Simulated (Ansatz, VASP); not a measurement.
## Zn2C: VASP beside Ansatz

```
CELL_PARAMETERS angstrom
0.00000 2.55111 2.55111
2.55111 0.00000 2.55111
2.55111 2.55111 0.00000
ATOMIC_POSITIONS crystal
C 0.00000 0.00000 0.00000
Zn 0.25000 0.25000 0.25000
Zn 0.75000 0.75000 0.75000
```

Alike in both runs: task single point; functional PBE; k mesh 8 × 8 × 8; occupations fermi-dirac, width 0.02 eV; no spin polarisation.

```csv
,VASP,Ansatz
version,VASP 6.6.1,Ansatz 0.2.0
potentials or method,"VASP PAW PBE potentials, release 64 (C, Zn)","plane waves, PAW"
plane-wave cutoff (eV),520,420
valence electrons in the cell,28,28
```

```tsv
	VASP	Ansatz	Ansatz less VASP
pressure (GPa)	10.1	9.3	-0.75
```
